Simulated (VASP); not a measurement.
Here is a VASP 6.6.1 calculation.

File INCAR:

```
PREC = Accurate
ENCUT = 520
EDIFF = 1E-6
ISMEAR = 0
SIGMA = 0.1
LREAL = False
LASPH = True
NELM = 150
ALGO = Normal
ISIF = 2
LWAVE = False
LCHARG = True
ISPIN = 2
MAGMOM = 0.33 0 0 0 0 0 0 0 0 0 0 0
LORBIT = 11
LMAXMIX = 4
GGA = PE
LELF = True
LVHAR = True
NBANDS = 68
```

File KPOINTS:

```
regular mesh
0
Gamma
  6 6 1
```

POSCAR

```
NbTe8Mo3
1.0
    3.5847311000      0.0000000000      0.0000000000
   -1.7923655000      3.1044682000      0.0000000000
    0.0000000000      0.0000000000     34.6056968000
Nb Te Mo
1 8 3
Direct
    0.0000000000      0.0000000000      0.0000000000
    0.3333333000      0.6666667000      0.1982900000
    0.3333333000      0.6666667000      0.4480580000
    0.3333333000      0.6666667000      0.6978210000
    0.3333333000      0.6666667000      0.9453720000
    0.3333333000      0.6666667000      0.0546280000
    0.3333333000      0.6666667000      0.3021790000
    0.3333333000      0.6666667000      0.5519420000
    0.3333333000      0.6666667000      0.8017100000
    0.0000000000      0.0000000000      0.2502340000
    0.0000000000      0.0000000000      0.5000000000
    0.0000000000      0.0000000000      0.7497660000
```

Potentials or basis: VASP PAW PBE potentials, release 64 (Nb_sv, Te, Mo_sv).

Command:

```console
$ cat potpaw_PBE.64/Nb_sv/POTCAR potpaw_PBE.64/Te/POTCAR potpaw_PBE.64/Mo_sv/POTCAR > POTCAR
$ mpirun -np 1 vasp_std > vasp.out
```

(1) Estimate the net moment.

(2) Predict the site moments.

(3) Predict the pressure.

(4) What does it give for the largest force?

Answers

(1) 0.48 μB per cell.

(2) Nb +0.30; Te +0.00, -0.00, +0.01 (each value once); Mo +0.00 μB.

(3) 0.0 GPa.

(4) 0.037 eV/Å.

Caveat: this functional lacks dispersion, which binds the layers, so the pressure and a relaxed spacing across them are unreliable.
